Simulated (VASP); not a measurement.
# CsH (Immm) in VASP: a series of runs, part 2 of 3

VASP 6.6.1. Earlier steps stand in the parts before.

**3. Single point, r2SCAN (strain +0.0750 x Voigt [0, 0, 0, 0, 0, 1])**

Input file POSCAR:

```
CsH
1.0
    0.1195500000      3.1880000000      3.1880000000
    3.1880000000      0.1195500000      3.1880000000
    3.3075500000      3.3075500000      0.0000000000
Cs H
1 1
Direct
    0.0000000000      0.0000000000      0.0000000000
    0.5000000000      0.5000000000      0.5000000000
```

Input file INCAR.step1:

```
  ALGO = Normal
  EDIFF = 1E-4
  ENCUT = 520
  GGA = PE
  ISMEAR = 0
  LASPH = T
  LCHARG = F
  LREAL = F
  LWAVE = T
  NBANDS = 12
  NELM = 60
  PREC = Accurate
  SIGMA = 0.05
```

Input file INCAR.step2:

```
  ALGO = Normal
  EDIFF = 1E-6
  ENCUT = 520
  ISIF = 2
  ISMEAR = 0
  ISTART = 1
  LASPH = T
  LCHARG = T
  LELF = T
  LMIXTAU = T
  LREAL = F
  LVHAR = T
  LWAVE = F
  METAGGA = R2SCAN
  NBANDS = 12
  NELM = 60
  PREC = Accurate
  SIGMA = 0.05
```

Input file KPOINTS:

```
k-points
0
Gamma
  6 6 6
```

Potentials or basis: VASP PAW PBE potentials, release 64 (Cs_sv, H).

On the command line:

```sh
$ cat potpaw_PBE.64/Cs_sv/POTCAR potpaw_PBE.64/H/POTCAR > POTCAR
$ cp INCAR.step1 INCAR
$ mpirun -np 1 vasp_std > vasp.out
$ cp INCAR.step2 INCAR
$ mpirun -np 1 vasp_std > vasp.out
```

OUTCAR:

```text
EDIFF = 1E-6
   ENCUT = 520
   ISIF = 2
   ISMEAR = 0
   ISTART = 1
   LASPH = T
   LREAL = F
   METAGGA = R2SCAN
   NELM = 60
   PREC = Accurate

 ion  position               nearest neighbor table
   1  0.000  0.000  0.000-
   2  0.500  0.500  0.500-

  LATTYP: Found a body centered orthorhombic cell.
 ALAT       =     4.3394436055
 B/A-ratio  =     1.0779220779
 C/A-ratio  =     1.4693127921

  Lattice vectors:

 A1 = (   3.1880000000,   0.1195500000,  -3.1880000000)
 A2 = (  -3.1880000000,  -0.1195500000,  -3.1880000000)
 A3 = (   0.1195500000,   3.1880000000,   3.1880000000)

Analysis of symmetry for initial positions (statically):
=====================================================================
 Subroutine PRICEL returns:
 Original cell was already a primitive cell.

 Routine SETGRP: Setting up the symmetry group for a
 body centered orthorhombic supercell.

 Subroutine GETGRP returns: Found  8 space group operations
 (whereof  8 operations were pure point group operations)
 out of a pool of  8 trial point group operations.

The static configuration has the point symmetry D_2h.

Analysis of symmetry for dynamics (positions and initial velocities):
=====================================================================
 Subroutine PRICEL returns:
 Original cell was already a primitive cell.

 Routine SETGRP: Setting up the symmetry group for a
 body centered orthorhombic supercell.

 Subroutine GETGRP returns: Found  8 space group operations
 (whereof  8 operations were pure point group operations)
 out of a pool of  8 trial point group operations.

The dynamic configuration has the point symmetry D_2h.

 Subroutine INISYM returns: Found  8 space group operations
 (whereof  8 operations are pure point group operations),
 and found     1 'primitive' translations

[... 118 lines left out ...]
   LORBIT       =      0    0 simple, 1 ext, 2 COOP (PROOUT), +10 PAW based schemes
   METAGGA = R2SCAN    functional components
   LHFCALC =     F    Hartree Fock is set to
   AEXX    =    0.0000 exact exchange contribution
   IVDW    =     0    specifies the selected vdW correction
   LEPSILON=     F    determine dielectric tensor
   LRPA    =     F    only Hartree local field effects (RPA)
 non-spin polarized calculation
 Gauss-broadening in eV      SIGMA  =   0.05
  energy-cutoff  :      520.00
  volume of cell :       64.71
 maximum number of plane-waves:      1760
 NGX is ok and might be reduce to    36
   NGX = 17   NGY = 17   NGZ = 17

 number of electron      10.0000001 magnetization

 Free energy of the ion-electron system (eV)
  ---------------------------------------------------
  ext. energy  EPLUGINS =         0.00000000
  ---------------------------------------------------
  free energy    TOTEN  =       -28.98339315 eV

  energy without entropy =      -28.98339315  energy(sigma->0) =      -28.98339315

 E-fermi :   0.1422     XC(G=0):  -7.5648

 val. band max:       -0.0865229280   @ k =   0.5000   0.0000   0.0000
 cond. band min:       2.5534539924   @ k =   0.0000   0.0000   0.5000
 fundamental gap:      2.6399769204
 Fermi energy:         0.1421726554

 k-point     1 :       0.0000    0.0000    0.0000
  band No.  band energies     occupation
      1     -22.1937      2.00000
      2      -8.2906      2.00000
      3      -8.2793      2.00000
      4      -8.2478      2.00000
      5      -1.7581      2.00000
      6       5.2490      0.00000
      7       5.4433      0.00000
      8       5.9400      0.00000
      9       6.3488      0.00000
     10       7.5264      0.00000
     11       7.5311      0.00000
     12       9.1138      0.00000
[... 331 lines left out ...]
 k-point    24 :       0.5000    0.5000    0.1667
  band No.  band energies     occupation
      1     -22.0963      2.00000
      2      -8.9318      2.00000
      3      -8.6201      2.00000
      4      -8.4492      2.00000
      5      -0.9993      2.00000
      6       3.5883      0.00000
      7       5.1874      0.00000
      8       7.2812      0.00000
      9       7.3753      0.00000
     10       9.0434      0.00000
     11       9.0823      0.00000
     12       9.9733      0.00000

 [... further k-points ...]

------------------------ aborting loop because EDIFF is reached ----------------------------------------

  FORCE on cell =-STRESS in cart. coord.  units (eV):
  Direction    XX          YY          ZZ          XY          YZ          ZX
  --------------------------------------------------------------------------------------
  -------------------------------------------------------------------------------------
  Total        0.0181215      0.0181215      0.0038159     -0.1440497      0.0000000      0.0000000
  in kB        0.4486732      0.4486732      0.0944789     -3.5665581      0.0000000      0.0000000
  external PRESSURE =       0.3306084 kB  Pullay stress =       0.0000000 kB

 VOLUME and BASIS-vectors are now :
 -----------------------------------------------------------------------------
  energy-cutoff  :      520.00
  volume of cell :       64.71
      direct lattice vectors                 reciprocal lattice vectors
     0.119550000  3.188000000  3.188000000    -0.162948720  0.162948720  0.156838143
     3.188000000  0.119550000  3.188000000     0.162948720 -0.162948720  0.156838143
     3.307550000  3.307550000  0.000000000     0.151169294  0.151169294 -0.156838143

 POSITION                                       TOTAL-FORCE (eV/Angst)
 -----------------------------------------------------------------------------------
      0.00000      0.00000      0.00000        -0.000000      0.000000      0.000000
      3.30755      3.30755      3.18800         0.000000     -0.000000     -0.000000
 -----------------------------------------------------------------------------------
    total drift:                               -0.000000      0.000000      0.000000

  FREE ENERGIE OF THE ION-ELECTRON SYSTEM (eV)
  ---------------------------------------------------
  free  energy   TOTEN  =       -28.9833931500 eV

  energy  without entropy=      -28.9833931500  energy(sigma->0) =      -28.98339315
```

OUTCAR.step1:

```text
EDIFF = 1E-4
   ENCUT = 520
   GGA = PE
   ISMEAR = 0
   LASPH = T
[... 583 lines left out ...]
 -----------------------------------------------------------------------------------
      0.00000      0.00000      0.00000         0.000000      0.000000      0.000000
      3.30755      3.30755      3.18800        -0.000000      0.000000      0.000000
 -----------------------------------------------------------------------------------
    total drift:                               -0.000000      0.000000      0.000000

  FREE ENERGIE OF THE ION-ELECTRON SYSTEM (eV)
  ---------------------------------------------------
  free  energy   TOTEN  =        -4.5428715314 eV

  energy  without entropy=       -4.5428715314  energy(sigma->0) =       -4.54287153
```

Run time: 83 s. Hardware: 1 thread of Intel Xeon Platinum 8488C (Sapphire Rapids), shared host; peak memory 0.23 GiB.

Results:

```yaml
Free_energy: -28.9834 eV
Pressure: 0.0 GPa
Band_gap_on_the_k_mesh: 2.64 eV (least direct gap 2.65 eV)
```

Caveat: the cell differs from its parent crystal (strain +0.0750 x Voigt [0, 0, 0, 0, 0, 1]); the PAW data sets were made with another functional, which shifts forces and pressure a little; spin-orbit coupling is left out, which moves the levels of the heavy elements. A k mesh can miss the band edges.

**4. Single point, r2SCAN (strain +0.0875 x Voigt [0, 0, 0, 0, 0, 1])**

Input file POSCAR:

```
CsH
1.0
    0.1394750000      3.1880000000      3.1880000000
    3.1880000000      0.1394750000      3.1880000000
    3.3274750000      3.3274750000      0.0000000000
Cs H
1 1
Direct
    0.0000000000      0.0000000000      0.0000000000
    0.5000000000      0.5000000000      0.5000000000
```

Input file INCAR.step1:

```
SYSTEM = CsH
ALGO = Normal
EDIFF = 1E-4
ENCUT = 520
GGA = PE
ISMEAR = 0
LASPH = .TRUE.
LCHARG = .FALSE.
LREAL = .FALSE.
LWAVE = .TRUE.
NBANDS = 12
NELM = 100
PREC = Accurate
SIGMA = 0.05
```

Input file INCAR.step2:

```
SYSTEM = CsH
ALGO = Normal
EDIFF = 1E-6
ENCUT = 520
ISIF = 2
ISMEAR = 0
ISTART = 1
LASPH = .TRUE.
LCHARG = .FALSE.
LMIXTAU = .TRUE.
LREAL = .FALSE.
LWAVE = .FALSE.
METAGGA = R2SCAN
NBANDS = 12
NELM = 100
PREC = Accurate
SIGMA = 0.05
```

Input file KPOINTS:

```
k-points
0
G
  6 6 6
  0 0 0
```

On the command line:

```sh
$ cat potpaw_PBE.64/Cs_sv/POTCAR potpaw_PBE.64/H/POTCAR > POTCAR
$ cp INCAR.step1 INCAR
$ mpirun -np 1 vasp_std > vasp.out
$ cp INCAR.step2 INCAR
$ mpirun -np 1 vasp_std > vasp.out
```

It took 83 s on 1 thread of Intel Xeon Platinum 8488C (Sapphire Rapids), shared host; peak memory 0.23 GiB.

The run converged. Its results:

```
Free energy            : -28.9814 eV
Pressure               : 0.0 GPa
Band gap on the k mesh : 2.64 eV (least direct gap 2.64 eV)
```

Stress tensor (GPa, compression positive):
```
 0.05 -0.42  0.00
-0.42  0.05  0.00
 0.00  0.00  0.00
```

Levels at points of the mesh, in eV from the valence-band top:
```tsv
k point	band 1	band 2	band 3	band 4	band 5	band 6	band 7	band 8	band 9	band 10
(0.00, 0.00, 0.00)	-22.12	-8.21	-8.20	-8.16	-1.68	5.28	5.49	6.09	6.46	7.62
(0.50, 0.00, 0.00)	-22.02	-9.09	-8.33	-8.30	0.00	2.64	4.85	5.39	7.82	8.69
(0.50, 0.50, 0.00)	-22.01	-8.90	-8.52	-8.39	-1.18	3.48	6.06	8.56	8.64	9.06
(0.00, 0.00, 0.50)	-22.05	-9.00	-8.26	-8.25	-0.05	2.64	5.06	5.66	7.80	8.39
(0.50, 0.00, 0.50)	-22.00	-8.95	-8.46	-8.45	-1.16	3.47	6.05	8.44	8.90	8.96
```

Caveat: the cell differs from its parent crystal (strain +0.0875 x Voigt [0, 0, 0, 0, 0, 1]); the PAW data sets were made with another functional, which shifts forces and pressure a little; spin-orbit coupling is left out, which moves the levels of the heavy elements.

(Part 2 of 3 ends here.)
